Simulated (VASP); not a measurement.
# PbS (R-3m) in VASP: a series of runs, part 2 of 2

VASP 6.6.1.

## 3. Single point, LDA (equal xy, yz and zx shear strains of +1 %)

INCAR

```
PREC     = Accurate       # precision mode
ENCUT    = 520            # plane-wave cutoff, eV
EDIFF    = 1E-6           # SCF threshold, eV
ISMEAR   = -1             # smearing method
SIGMA    = 0.01           # smearing width, eV
LREAL    = F              # projectors in reciprocal space
LASPH    = T              # aspherical terms in the spheres
NELM     = 100            # most SCF steps
ALGO     = Normal         # electronic algorithm
ISIF     = 2              # what is computed and relaxed
LWAVE    = F              # write WAVECAR
LCHARG   = F              # write CHGCAR
GGA      = CA             # functional
NBANDS   = 17             # bands
```

KPOINTS

```
Automatic mesh
0
Gamma
  8 8 8
```

POSCAR

```
PbS
1.0
    0.0296500000      2.9798250000      2.9798250000
    2.9798250000      0.0296500000      2.9798250000
    2.9798250000      2.9798250000      0.0296500000
Pb S
1 1
Direct
    0.0000000000      0.0000000000      0.0000000000
    0.5000000000      0.5000000000      0.5000000000
```

Potentials or basis: VASP PAW LDA potentials, release 64 (Pb_d, S).

Started as:

```bash
$ cat potpaw_LDA.64/Pb_d/POTCAR potpaw_LDA.64/S/POTCAR > POTCAR
$ mpirun -np 1 vasp_std > vasp.out
```

OUTCAR:

```text
PREC = Accurate
   ENCUT = 520
   EDIFF = 1E-6
   ISMEAR = -1
   LREAL = F
   LASPH = T
   NELM = 100
   ISIF = 2
   GGA = CA

 ion  position               nearest neighbor table
   1  0.000  0.000  0.000-   2 2.97   2 2.97   2 2.97   2 2.97   2 2.97   2 2.97
   2  0.500  0.500  0.500-   1 2.97   1 2.97   1 2.97   1 2.97   1 2.97   1 2.97

  LATTYP: Found a trigonal (rhomboedric) cell.
 ALAT       =     4.2142132343
 COS(alpha) =     0.5099250056

  Lattice vectors:

 A1 = (   0.0296500000,   2.9798250000,   2.9798250000)
 A2 = (   2.9798250000,   0.0296500000,   2.9798250000)
 A3 = (   2.9798250000,   2.9798250000,   0.0296500000)

Analysis of symmetry for initial positions (statically):
=====================================================================
 Subroutine PRICEL returns:
 Original cell was already a primitive cell.

 Routine SETGRP: Setting up the symmetry group for a
 trigonal (rhombohedral) supercell.

 Subroutine GETGRP returns: Found 12 space group operations
 (whereof 12 operations were pure point group operations)
 out of a pool of 12 trial point group operations.

The static configuration has the point symmetry D_3d.

Analysis of symmetry for dynamics (positions and initial velocities):
=====================================================================
 Subroutine PRICEL returns:
 Original cell was already a primitive cell.

 Routine SETGRP: Setting up the symmetry group for a
 trigonal (rhombohedral) supercell.

 Subroutine GETGRP returns: Found 12 space group operations
 (whereof 12 operations were pure point group operations)
 out of a pool of 12 trial point group operations.

The dynamic configuration has the point symmetry D_3d.

 Subroutine INISYM returns: Found 12 space group operations
 (whereof 12 operations are pure point group operations),
 and found     1 'primitive' translations

----------------------------------------------------------------------------------------

                                     Primitive cell

  volume of cell :      52.1281

  direct lattice vectors                    reciprocal lattice vectors
     0.029650000  2.979825000  2.979825000    -0.170320489  0.168642454  0.168642454
     2.979825000  0.029650000  2.979825000     0.168642454 -0.170320489  0.168642454
     2.979825000  2.979825000  0.029650000     0.168642454  0.168642454 -0.170320489

  length of vectors
     4.214213234  4.214213234  4.214213234     0.293069315  0.293069315  0.293069315

  position of ions in fractional coordinates (direct lattice)
     0.000000000  0.000000000  0.000000000
     0.500000000  0.500000000  0.500000000

  ion indices of the primitive-cell ions
   primitive index   ion index
                 1           1
                 2           2

----------------------------------------------------------------------------------------

 KPOINTS: Automatic mesh

Automatic generation of k-mesh.
 Grid dimensions read from file:
 generate k-points for:    8    8    8

 Generating k-lattice:

  Cartesian coordinates                     Fractional coordinates (reciprocal lattice)
    -0.021290061  0.021080307  0.021080307     0.125000000  0.000000000 -0.000000000
     0.021080307 -0.021290061  0.021080307     0.000000000  0.125000000 -0.000000000
     0.021080307  0.021080307 -0.021290061     0.000000000  0.000000000  0.125000000

  Length of vectors
     0.036633664  0.036633664  0.036633664

  Shift w.r.t. Gamma in fractional coordinates (k-lattice)
     0.000000000  0.000000000  0.000000000

 Subroutine IBZKPT returns following result:
 ===========================================

 Found     65 irreducible k-points:

 Following reciprocal coordinates:
            Coordinates               Weight
  0.000000  0.000000  0.000000      1.000000
  0.125000  0.000000  0.000000      6.000000
  0.250000  0.000000  0.000000      6.000000
  0.375000  0.000000  0.000000      6.000000
  0.500000  0.000000  0.000000      3.000000
  0.125000  0.125000 -0.000000      6.000000
[... 16 lines left out ...]
  0.250000  0.125000  0.125000      6.000000
  0.375000  0.125000  0.125000      6.000000
 [... further k-points ...]
   k-points           NKPTS =     65   k-points in BZ     NKDIM =     65   number of bands    NBANDS=     17
   number of dos      NEDOS =    301   number of ions     NIONS =      2
   total plane-waves  NPLWV =  32768
   dimension x,y,z NGX =    32 NGY =   32 NGZ =   32
   dimension x,y,z NGXF=    64 NGYF=   64 NGZF=   64
   ions per type =               1   1
   NGX,Y,Z   is equivalent  to a cutoff of  12.62, 12.62, 12.62 a.u.
   NGXF,Y,Z  is equivalent  to a cutoff of  25.25, 25.25, 25.25 a.u.
 SYSTEM =  unknown system
   PREC   = accura    normal or accurate (medium, high low for compatibility)
   ISTART =      0    job   : 0-new  1-cont  2-samecut
   ICHARG =      2    charge: 1-file 2-atom 10-const
   ISPIN  =      1    spin polarized calculation?
   LNONCOLLINEAR =      F non collinear calculations
   LSORBIT =      F    spin-orbit coupling
   LASPH  =      T    aspherical Exc in radial PAW
   ENCUT  =  520.0 eV  38.22 Ry    6.18 a.u.   7.84  7.84  7.84*2*pi/ulx,y,z
   NELM   =    100;   NELMIN=  2; NELMDL= -5     # of ELM steps
   EDIFF  = 0.1E-05   stopping-criterion for ELM
   LREAL  =      F    real-space projection
   EDIFFG = 0.1E-04   stopping-criterion for IOM
   NSW    =      0    number of steps for IOM
   IBRION =     -1    ionic relax: 0-MD 1-quasi-New 2-CG
   NFREE  =      0    steps in history (QN), initial steepest desc. (CG)
   ISIF   =      2    stress and relaxation
   ISYM   =      2    0-nonsym 1-usesym 2-fastsym
   POTIM  = 0.5000    time-step for ionic-motion
   TEBEG  =    0.0;   TEEND  =   0.0 temperature during run
   PSTRESS=    0.0 pullay stress
   NELECT =      20.0000    total number of electrons
   NUPDOWN=      -1.0000    fix difference up-down
   EMIN   =  10.00;   EMAX   =-10.00  energy-range for DOS
   EFERMI =   0.00;   METHOD = LEGACY
   ISMEAR =    -1;   SIGMA  =   0.01  broadening in eV -4-tet -1-fermi 0-gaus
   EFERMI_NEDOS =   21; number of points for ismear=-14 and -15
   IALGO  =     38    algorithm
   IMIX   =      4    mixing-type and parameters
     AMIX     =   0.40;   BMIX     =  1.00
     AMIX_MAG =   1.60;   BMIX_MAG =  1.00
  volume/ion in A,a.u.               =      26.06       175.89
  Fermi-wavevector in a.u.,A,eV,Ry     =   1.189582  2.247984 19.253668  1.415105
  Thomas-Fermi vector in A             =   2.325686
   LORBIT       =      0    0 simple, 1 ext, 2 COOP (PROOUT), +10 PAW based schemes
   GGA     = CA    functional components
   LHFCALC =     F    Hartree Fock is set to
   AEXX    =    0.0000 exact exchange contribution
   IVDW    =     0    specifies the selected vdW correction
   LEPSILON=     F    determine dielectric tensor
   LRPA    =     F    only Hartree local field effects (RPA)
 non-spin polarized calculation
  energy-cutoff  :      520.00
  volume of cell :       52.13
 maximum number of plane-waves:      1417
   NGX = 15   NGY = 15   NGZ = 15

 number of electron      19.9999998 magnetization

 Free energy of the ion-electron system (eV)
  ---------------------------------------------------
  ext. energy  EPLUGINS =         0.00000000
  ---------------------------------------------------
  free energy    TOTEN  =        -9.98176378 eV

  energy without entropy =       -9.98176089  energy(sigma->0) =       -9.98176234

 E-fermi :   5.7206     XC(G=0): -10.0330

 val. band max:        5.6685308546   @ k =   0.5000   0.5000   0.5000
 cond. band min:       5.7836400232   @ k =   0.5000   0.0000   0.0000
 fundamental gap:      0.1151091686
 Fermi energy:         5.7205793820

 k-point     1 :       0.0000    0.0000    0.0000
  band No.  band energies     occupation
      1     -11.1717      2.00000
      2     -11.1717      2.00000
      3     -11.1695      2.00000
      4     -11.1599      2.00000
      5     -11.1599      2.00000
      6      -7.9704      2.00000
[... 9 lines left out ...]
     16      12.3164      0.00000
     17      14.0444      0.00000
[... 441 lines left out ...]
 k-point    24 :       0.3750    0.1250    0.1250
  band No.  band energies     occupation
      1     -11.1891      2.00000
      2     -11.1789      2.00000
      3     -11.1650      2.00000
      4     -11.1463      2.00000
      5     -11.1342      2.00000
      6      -7.1805      2.00000
[... 9 lines left out ...]
     16      15.0224      0.00000
     17      16.4689      0.00000

 [... further k-points ...]

------------------------ aborting loop because EDIFF is reached ----------------------------------------

  FORCE on cell =-STRESS in cart. coord.  units (eV):
  Direction    XX          YY          ZZ          XY          YZ          ZX
  --------------------------------------------------------------------------------------
  -------------------------------------------------------------------------------------
  Total       -0.8158900     -0.8158900     -0.8158900     -0.0702451     -0.0702451     -0.0702451
  in kB      -25.0767121    -25.0767121    -25.0767121     -2.1590118     -2.1590118     -2.1590118
  external PRESSURE =     -25.0767121 kB  Pullay stress =       0.0000000 kB

 VOLUME and BASIS-vectors are now :
 -----------------------------------------------------------------------------
  energy-cutoff  :      520.00
  volume of cell :       52.13
      direct lattice vectors                 reciprocal lattice vectors
     0.029650000  2.979825000  2.979825000    -0.170320489  0.168642454  0.168642454
     2.979825000  0.029650000  2.979825000     0.168642454 -0.170320489  0.168642454
     2.979825000  2.979825000  0.029650000     0.168642454  0.168642454 -0.170320489

 POSITION                                       TOTAL-FORCE (eV/Angst)
 -----------------------------------------------------------------------------------
      0.00000      0.00000      0.00000        -0.000000     -0.000000      0.000000
      2.99465      2.99465      2.99465         0.000000      0.000000     -0.000000
 -----------------------------------------------------------------------------------
    total drift:                                0.000000     -0.000000     -0.000000

  FREE ENERGIE OF THE ION-ELECTRON SYSTEM (eV)
  ---------------------------------------------------
  free  energy   TOTEN  =        -9.9817637819 eV

  energy  without entropy=       -9.9817608947  energy(sigma->0) =       -9.98176234
```

It took 34 s on 1 thread of Intel Xeon Platinum 8488C (Sapphire Rapids), shared host; peak memory 0.19 GiB.

What came out:

```yaml
Free_energy: -9.9818 eV
Pressure: -2.5 GPa
Band_gap_on_the_k_mesh: 0.12 eV, indirect (least direct gap 0.19 eV)
```

Stress tensor (GPa, compression positive):
```
-2.51 -0.22 -0.22
-0.22 -2.51 -0.22
-0.22 -0.22 -2.51
```

Levels at points of the mesh, in eV from the valence-band top:
```tsv
k point	band 6	band 7	band 8	band 9	band 10	band 11	band 12	band 13	band 14	band 15
(0.00, 0.00, 0.00)	-13.64	-6.14	-2.30	-2.19	-2.19	5.01	5.01	5.02	6.45	6.65
(0.50, 0.00, 0.00)	-12.34	-8.98	-1.85	-1.81	-0.08	0.12	1.71	1.77	8.42	9.86
(0.50, 0.50, 0.00)	-11.91	-7.34	-5.33	-3.58	-3.48	3.66	5.35	5.50	5.55	11.12
(0.50, 0.50, 0.50)	-12.37	-9.05	-1.78	-1.78	0.00	0.22	1.86	1.86	8.40	9.97
```

Caveat: the cell differs from its parent crystal (equal xy, yz and zx shear strains of +1 %); spin-orbit coupling is left out, which moves the levels of the heavy elements. A k mesh can miss the band edges.
